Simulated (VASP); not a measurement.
The system is LiSe3.

```xyz
4
Lattice="5.8379 0.0000 0.0000 -2.9190 5.0558 0.0000 0.0000 0.0000 5.9660" Properties=species:S:1:pos:R:3 pbc="T T T"
Li    0.0000    0.0000    2.9830
Se    2.9190    1.6853    4.2535
Se    2.9190    1.6853    1.7125
Se    2.9190    1.6853    0.0000
```

| Property | Result |
| --- | --- |
| Program | VASP 6.6.1 |
| Task | relaxation of cell and atoms |
| Functional | PBE |
| Potentials or basis | VASP PAW PBE potentials, release 64 (Li_sv, Se) |
| Cutoff | 600 eV |
| k mesh | 3 × 3 × 4 |
| Occupations | gaussian, width 0.1 eV |
| Spin | no spin polarisation |

At the start: pressure 34.6 GPa; volume 44.02 Å³/atom.

Task: How do energy, volume and symmetry change on relaxing?

Result: Over 40 steps the energy falls by 4003.5 meV/atom and the volume is 22.56 Å³/atom (-48.8 %); space group P-6m2 (No. 187, to 0.05 Å).

The path:
```tsv
step	energy change (eV)	largest force (eV/Å)	pressure (GPa)	volume (Å³)
1	0.0000	30.4806	34.59	176.09
2	149.5520	521.3740	65.03	405.69
3	53.6065	0.0466	-8.08	951.44
4	46.6871	0.3699	-7.84	915.20
5	13.3886	0.0023	-4.78	682.47
6	2.7661	0.1010	-3.48	549.75
7	-1.9833	0.7223	-3.05	479.16
8	-4.1161	0.5365	-2.76	442.78
9	-5.0372	0.4952	-2.59	424.33
10	-5.4630	0.4740	-2.51	415.03
11	-5.6686	0.4682	-2.48	410.37
12	-8.2889	0.0152	-3.08	320.00
13	38.3548	34.2468	186.00	100.28
14	-8.6916	0.3493	-3.32	309.69
15	-14.4280	0.0336	-3.84	196.47
16	-12.1412	6.8061	13.58	146.31
17	-14.7772	0.6126	-2.40	185.62
18	-14.8382	1.2891	-0.81	177.38
19	-14.8353	0.9396	-1.62	181.38
20	-15.0802	0.4405	-2.00	168.12
21	-15.3334	0.6635	-2.04	145.93
22	-15.4781	0.6207	0.07	127.73
23	-15.4785	0.6158	0.24	126.82
24	-15.5813	0.1687	0.63	118.26
25	-15.6408	0.3666	1.92	106.25
26	-15.7904	0.0532	-0.80	106.06
27	-15.8148	0.0539	-1.89	105.89
28	-15.8134	0.0865	-3.97	105.41
29	-15.8259	0.0219	-2.56	105.76
30	-15.8289	0.0130	-3.12	105.64
31	-15.8817	0.1215	-3.81	100.53
32	-15.8832	0.1479	-3.86	99.78
33	-16.0008	0.1738	-1.04	91.20
34	-16.0056	0.1793	-0.20	89.33
35	-16.0113	0.1011	-0.03	89.89
36	-16.0115	0.0830	0.01	90.02
37	-16.0120	0.0738	-0.03	90.05
38	-16.0131	0.0508	-0.14	90.17
39	-16.0137	0.0128	-0.35	90.41
40	-16.0140	0.0024	-0.24	90.24
```

Final structure:
```yaml
crystal:
  lattice:
    - [3.63340, 0.00000, 0.00000]
    - [-1.81670, 3.14662, 0.00000]
    - [0.00000, 0.00000, 7.89269]
  atoms:
    - { symbol: Li, position: [0.00000, 0.00000, 0.50000] }
    - { symbol: Se, position: [0.66667, 0.33333, 0.31822] }
    - { symbol: Se, position: [0.66667, 0.33333, 0.68178] }
    - { symbol: Se, position: [0.66667, 0.33333, 0.00000] }
```

Caveat: the k points lie up to 0.67 Å⁻¹ apart in the final cell; the cutoff is under 1.25 times the usual one of these potentials, so pressure, stress and relaxed cells hold a basis-set (Pulay) error; the volume moved by over 15 % at a fixed basis, so the end points are rough.
